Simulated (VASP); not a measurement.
Crystal: BaTiO3.

```
CELL_PARAMETERS angstrom
3.99980 0.00000 0.00000
0.00000 3.99980 0.00000
0.00000 0.00000 4.01800
ATOMIC_POSITIONS crystal
Ba 0.00000 0.00000 0.00000
Ti 0.50000 0.50000 0.49000
O 0.50000 0.50000 0.01900
O 0.50000 0.00000 0.51700
O 0.00000 0.50000 0.51700
```

Base run:

* Program: VASP 6.6.1
* Functional: PBE
* Potentials or basis: VASP PAW PBE potentials, release 64 (Ba_sv, Ti_sv, O_h)
* Cutoff: 910 eV
* k mesh: 4 × 4 × 4
* Occupations: gaussian, width 0.01 eV
* Spin: no spin polarisation

Its results: band gap on the k mesh 1.77 eV, indirect (least direct gap 2.05 eV); pressure 3.9 GPa; largest force 0.322 eV/Å.

**Question.** After a change of settings the same cell gave: band gap on the k mesh 1.79 eV, indirect (least direct gap 2.07 eV); pressure 9.6 GPa; largest force 0.237 eV/Å. Which change was it?
A. functional from PBE to r2SCAN; potentials or basis from VASP PAW PBE potentials, release 64 (Ba_sv, Ti_sv, O_h) to VASP PAW PBE potentials, release 64 (Ba_sv, Ti_sv, O); cutoff from 910 eV to 520 eV
B. functional from PBE to r2SCAN
C. potentials or basis from VASP PAW PBE potentials, release 64 (Ba_sv, Ti_sv, O_h) to VASP PAW PBE potentials, release 64 (Ba_sv, Ti_sv, O); cutoff from 910 eV to 520 eV
D. functional from PBE to BLYP

**Answer.** D.

BLYP binds less tightly than PBE, so the same cell stands under more pressure.

Caveats: the cutoff is under 1.25 times the usual one of these potentials, so pressure, stress and relaxed cells hold a basis-set (Pulay) error; spin-orbit coupling is left out, which moves the levels of the heavy elements; the PAW data sets were made with another functional, which shifts forces and pressure a little (some runs).
